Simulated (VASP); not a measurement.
# Mg (P6_3/mmc) in VASP: further runs

The runs below take Mg through single point, relaxation of volume and atoms at fixed shape, with PBEsol.

All numbers are computed with VASP 6.6.1; they aren't measurements. Logs are shortened: lines on timing, memory, paths and dates and some standing lists are left out, and cuts for length are marked.

### Step 1. The cell of the first run

Symmetry: P6_3/mmc, No. 194, hexagonal system. The conventional cell has a = 3.173 Å, b = 3.173 Å, c = 5.152 Å, α = 90.00°, β = 90.00°, γ = 120.00°. Within 4.2 Å of Mg (site symmetry -6m2) lie 12 Mg at 3.16 to 3.17 Å.

### Step 2. Single point, PBEsol

INCAR reads:

```
PREC = Accurate
ENCUT = 520
EDIFF = 1E-7
ISMEAR = 1
SIGMA = 0.1
LREAL = False
LASPH = True
NELM = 60
ALGO = Normal
ISIF = 2
LWAVE = False
LCHARG = False
GGA = PS
NBANDS = 9
```

KPOINTS reads:

```
Automatic mesh
0
Gamma
  9 9 5
```

POSCAR reads:

```
Mg
1.0
    3.1732765701      0.0000000000      0.0000000000
   -1.5866382850      2.7481381229      0.0000000000
    0.0000000000      0.0000000000      5.1518159452
Mg
2
Direct
    0.3333333333      0.6666666667      0.2500000000
    0.6666666667      0.3333333333      0.7500000000
```

Potentials or basis: VASP PAW PBE potentials, release 64 (Mg).

The run is started by

```console
$ cat potpaw_PBE.64/Mg/POTCAR > POTCAR
$ mpirun -np 1 vasp_std > vasp.out
```

OUTCAR:

```text
PREC = Accurate
   ENCUT = 520
   EDIFF = 1E-7
   ISMEAR = 1
   LREAL = False
   LASPH = True
   NELM = 60
   ISIF = 2
   GGA = PS

 ion  position               nearest neighbor table
   1  0.333  0.667  0.250-   2 3.16   2 3.16   2 3.16   2 3.16   2 3.16   2 3.16
   2  0.667  0.333  0.750-   1 3.16   1 3.16   1 3.16   1 3.16   1 3.16   1 3.16

  LATTYP: Found a hexagonal cell.
 ALAT       =     3.1732765701
 C/A-ratio  =     1.6235004518

  Lattice vectors:

 A1 = (   3.1732765701,   0.0000000000,   0.0000000000)
 A2 = (  -1.5866382850,   2.7481381229,   0.0000000000)
 A3 = (   0.0000000000,   0.0000000000,   5.1518159452)

Analysis of symmetry for initial positions (statically):
=====================================================================
 Subroutine PRICEL returns:
 Original cell was already a primitive cell.

 Routine SETGRP: Setting up the symmetry group for a
 hexagonal supercell.

 Subroutine GETGRP returns: Found 24 space group operations
 (whereof 12 operations were pure point group operations)
 out of a pool of 24 trial point group operations.

The static configuration has the point symmetry D_3d.
 The point group associated with its full space group is D_6h.

Analysis of symmetry for dynamics (positions and initial velocities):
=====================================================================
 Subroutine PRICEL returns:
 Original cell was already a primitive cell.

 Routine SETGRP: Setting up the symmetry group for a
 hexagonal supercell.

 Subroutine GETGRP returns: Found 24 space group operations
 (whereof 12 operations were pure point group operations)
 out of a pool of 24 trial point group operations.

The dynamic configuration has the point symmetry D_3d.
 The point group associated with its full space group is D_6h.

 Subroutine INISYM returns: Found 24 space group operations
 (whereof 12 operations are pure point group operations),
 and found     1 'primitive' translations

----------------------------------------------------------------------------------------

                                     Primitive cell

  volume of cell :      44.9269

  direct lattice vectors                    reciprocal lattice vectors
     3.173276570  0.000000000  0.000000000     0.315131687  0.181941365  0.000000000
    -1.586638285  2.748138123  0.000000000     0.000000000  0.363882729  0.000000000
     0.000000000  0.000000000  5.151815945     0.000000000  0.000000000  0.194106313

  length of vectors
     3.173276570  3.173276570  5.151815945     0.363882729  0.363882729  0.194106313

  position of ions in fractional coordinates (direct lattice)
     0.333333333  0.666666667  0.250000000
     0.666666667  0.333333333  0.750000000

  ion indices of the primitive-cell ions
   primitive index   ion index
                 1           1
                 2           2

----------------------------------------------------------------------------------------

 KPOINTS: Automatic mesh

Automatic generation of k-mesh.
 Grid dimensions read from file:
 generate k-points for:    9    9    5

 Generating k-lattice:

  Cartesian coordinates                     Fractional coordinates (reciprocal lattice)
     0.035014632  0.020215707  0.000000000     0.111111111  0.000000000  0.000000000
     0.000000000  0.040431414  0.000000000     0.000000000  0.111111111  0.000000000
     0.000000000  0.000000000  0.038821263     0.000000000  0.000000000  0.200000000

  Length of vectors
     0.040431414  0.040431414  0.038821263

  Shift w.r.t. Gamma in fractional coordinates (k-lattice)
     0.000000000  0.000000000  0.000000000

 Subroutine IBZKPT returns following result:
 ===========================================

 Found     36 irreducible k-points:

 Following reciprocal coordinates:
            Coordinates               Weight
  0.000000  0.000000  0.000000      1.000000
  0.111111 -0.000000  0.000000      6.000000
  0.222222  0.000000  0.000000      6.000000
  0.333333 -0.000000  0.000000      6.000000
  0.444444  0.000000  0.000000      6.000000
  0.111111  0.111111  0.000000      6.000000
[... 16 lines left out ...]
  0.333333  0.222222  0.200000     24.000000
  0.333333  0.333333  0.200000      4.000000
 [... further k-points ...]
   k-points           NKPTS =     36   k-points in BZ     NKDIM =     36   number of bands    NBANDS=      9
   number of dos      NEDOS =    301   number of ions     NIONS =      2
   total plane-waves  NPLWV =  23040
   dimension x,y,z NGX =    24 NGY =   24 NGZ =   40
   dimension x,y,z NGXF=    48 NGYF=   48 NGZF=   80
   ions per type =               2
   NGX,Y,Z   is equivalent  to a cutoff of  12.57, 12.57, 12.91 a.u.
   NGXF,Y,Z  is equivalent  to a cutoff of  25.15, 25.15, 25.82 a.u.
 SYSTEM =  unknown system
   PREC   = accura    normal or accurate (medium, high low for compatibility)
   ISTART =      0    job   : 0-new  1-cont  2-samecut
   ICHARG =      2    charge: 1-file 2-atom 10-const
   ISPIN  =      1    spin polarized calculation?
   LNONCOLLINEAR =      F non collinear calculations
   LSORBIT =      F    spin-orbit coupling
   LASPH  =      T    aspherical Exc in radial PAW
   ENCUT  =  520.0 eV  38.22 Ry    6.18 a.u.   5.90  5.90  9.58*2*pi/ulx,y,z
   NELM   =     60;   NELMIN=  2; NELMDL= -5     # of ELM steps
   EDIFF  = 0.1E-06   stopping-criterion for ELM
   LREAL  =      F    real-space projection
   EDIFFG = 0.1E-05   stopping-criterion for IOM
   NSW    =      0    number of steps for IOM
   IBRION =     -1    ionic relax: 0-MD 1-quasi-New 2-CG
   NFREE  =      0    steps in history (QN), initial steepest desc. (CG)
   ISIF   =      2    stress and relaxation
   ISYM   =      2    0-nonsym 1-usesym 2-fastsym
   POTIM  = 0.5000    time-step for ionic-motion
   TEBEG  =    0.0;   TEEND  =   0.0 temperature during run
   PSTRESS=    0.0 pullay stress
   NELECT =       4.0000    total number of electrons
   NUPDOWN=      -1.0000    fix difference up-down
   EMIN   =  10.00;   EMAX   =-10.00  energy-range for DOS
   EFERMI =   0.00;   METHOD = LEGACY
   ISMEAR =     1;   SIGMA  =   0.10  broadening in eV -4-tet -1-fermi 0-gaus
   EFERMI_NEDOS =   21; number of points for ismear=-14 and -15
   IALGO  =     38    algorithm
   IMIX   =      4    mixing-type and parameters
     AMIX     =   0.40;   BMIX     =  1.00
     AMIX_MAG =   1.60;   BMIX_MAG =  1.00
  volume/ion in A,a.u.               =      22.46       151.59
  Fermi-wavevector in a.u.,A,eV,Ry     =   0.731014  1.381417  7.270708  0.534382
  Thomas-Fermi vector in A             =   1.823127
   LORBIT       =      0    0 simple, 1 ext, 2 COOP (PROOUT), +10 PAW based schemes
   GGA     = PS    functional components
   LHFCALC =     F    Hartree Fock is set to
   AEXX    =    0.0000 exact exchange contribution
   IVDW    =     0    specifies the selected vdW correction
   LEPSILON=     F    determine dielectric tensor
   LRPA    =     F    only Hartree local field effects (RPA)
 non-spin polarized calculation
 Methfessel and Paxton  Order N= 1 SIGMA  =   0.10
  energy-cutoff  :      520.00
  volume of cell :       44.93
 maximum number of plane-waves:      1224
 NGX is ok and might be reduce to    24
   NGX = 11   NGY = 11   NGZ = 19

 number of electron       4.0000000 magnetization

 Free energy of the ion-electron system (eV)
  ---------------------------------------------------
  ext. energy  EPLUGINS =         0.00000000
  ---------------------------------------------------
  free energy    TOTEN  =        -3.44206495 eV

  energy without entropy =       -3.44271503  energy(sigma->0) =       -3.44228164

 E-fermi :   2.6630     XC(G=0):  -8.6022

 val. band max:        2.6503686824   @ k =   0.4444   0.0000   0.4000
 cond. band min:       2.7573130690   @ k =   0.4444   0.1111   0.4000
 fundamental gap:      0.1069443867
 Fermi energy:         2.6630181511

 k-point     1 :       0.0000    0.0000    0.0000
  band No.  band energies     occupation
      1      -4.3176      2.00000
      2       0.9850      2.00000
      3       1.4679      2.00000
      4      13.7568      0.00000
      5      13.7568      0.00000
      6      13.9190      0.00000
      7      13.9190      0.00000
      8      14.6497      0.00000
      9      16.3441      0.00000

 k-point     2 :       0.1111   -0.0000    0.0000
  band No.  band energies     occupation
      1      -4.0712      2.00000
      2       1.2097      2.00000
      3       1.7064      2.00000
      4      10.6126      0.00000
      5      12.1978      0.00000
      6      12.9756      0.00000
      7      15.3640      0.00000
      8      15.5069      0.00000
      9      15.7600      0.00000

 k-point     3 :       0.2222    0.0000    0.0000
  band No.  band energies     occupation
      1      -3.3359      2.00000
      2       1.8845      2.00000
      3       2.4014      2.00135
      4       7.3249      0.00000
      5      10.9668      0.00000
      6      11.2548      0.00000
      7      12.0765      0.00000
      8      13.5971      0.00000
      9      15.4965      0.00000

 k-point     4 :       0.3333   -0.0000    0.0000
  band No.  band energies     occupation
      1      -2.1234      2.00000
      2       3.0110     -0.00001
      3       3.2937     -0.00000
      4       4.6493     -0.00000
      5       9.1431      0.00000
      6       9.3149      0.00000
      7      10.1480      0.00000
      8      11.9731      0.00000
      9      14.5650      0.00000

 k-point     5 :       0.4444    0.0000    0.0000
  band No.  band energies     occupation
      1      -0.4539      2.00000
      2       1.6265      2.00000
      3       4.5861     -0.00000
      4       5.3354      0.00000
      5       6.6549      0.00000
      6       7.2534      0.00000
      7       9.7395      0.00000
      8      11.2401      0.00000
      9      14.0936      0.00000

 k-point     6 :       0.1111    0.1111    0.0000
  band No.  band energies     occupation
      1      -3.5803      2.00000
      2       1.6594      2.00000
      3       2.1743      2.00000
      4       8.9004      0.00000
      5       9.2792      0.00000
      6      13.5459      0.00000
      7      13.8683      0.00000
      8      14.2745      0.00000
      9      14.4486      0.00000
[... 169 lines left out ...]
 k-point    21 :       0.4444    0.1111    0.2000
  band No.  band energies     occupation
      1       0.9014      2.00000
      2       0.9473      2.00000
      3       4.1703     -0.00000
      4       4.1737     -0.00000
      5       7.0082      0.00000
      6       8.2636      0.00000
      7       9.1775      0.00000
      8      10.5720      0.00000
      9      13.6860      0.00000

 k-point    22 :       0.2222    0.2222    0.2000
  band No.  band energies     occupation
      1      -1.1837      2.00000
      2       2.0193      2.00000
      3       5.0170      0.00000
      4       5.0209      0.00000
      5       6.6279      0.00000
      6       8.4183      0.00000
      7       8.5979      0.00000
      8      12.5334      0.00000
      9      12.8602      0.00000

 k-point    23 :       0.3333    0.2222    0.2000
  band No.  band energies     occupation
      1       0.4653      2.00000
      2       2.4697      2.01972
      3       3.6794     -0.00000
      4       4.6733      0.00000
      5       5.9104      0.00000
      6       7.6376      0.00000
      7       8.5843      0.00000
      8      10.3480      0.00000
      9      12.3161      0.00000

 k-point    24 :       0.3333    0.3333    0.2000
  band No.  band energies     occupation
      1       2.2618      2.00000
      2       2.3044      2.00000
      3       2.3044      2.00000
      4       5.4073      0.00000
      5       5.7713      0.00000
      6       5.7713      0.00000
      7       9.6622      0.00000
      8      10.3370      0.00000
      9      10.3370      0.00000

 [... further k-points ...]
[... 5 lines left out ...]
  --------------------------------------------------------------------------------------
  -------------------------------------------------------------------------------------
  Total       -0.0505447     -0.0505447      0.0800985     -0.0000000      0.0000000      0.0000000
  in kB       -1.8025165     -1.8025165      2.8564613     -0.0000000      0.0000000      0.0000000
  external PRESSURE =      -0.2495239 kB  Pullay stress =       0.0000000 kB

 VOLUME and BASIS-vectors are now :
 -----------------------------------------------------------------------------
  energy-cutoff  :      520.00
  volume of cell :       44.93
      direct lattice vectors                 reciprocal lattice vectors
     3.173276570  0.000000000  0.000000000     0.315131687  0.181941365  0.000000000
    -1.586638285  2.748138123  0.000000000     0.000000000  0.363882729  0.000000000
     0.000000000  0.000000000  5.151815945     0.000000000  0.000000000  0.194106313

 POSITION                                       TOTAL-FORCE (eV/Angst)
 -----------------------------------------------------------------------------------
     -0.00000      1.83209      1.28795        -0.000000      0.000000      0.000000
      1.58664      0.91605      3.86386         0.000000     -0.000000      0.000000
 -----------------------------------------------------------------------------------
    total drift:                               -0.000000      0.000000     -0.000000

  FREE ENERGIE OF THE ION-ELECTRON SYSTEM (eV)
  ---------------------------------------------------
  free  energy   TOTEN  =        -3.4420649488 eV

  energy  without entropy=       -3.4427150259  energy(sigma->0) =       -3.44228164
```

Run time: 4.9 s. Hardware: 1 thread of Intel Xeon 6975P-C (Granite Rapids), shared host; peak memory 0.15 GiB.

What came out:

- Free energy: -3.4421 eV
- Pressure: 0.0 GPa
- Band gap on the k mesh: zero (band 2 reaches 3.69 eV, above the bottom of band 3 at 1.47 eV)

Caveat: the PAW data sets were made with another functional, which shifts forces and pressure a little.

(Continued in part 2 of 2.)
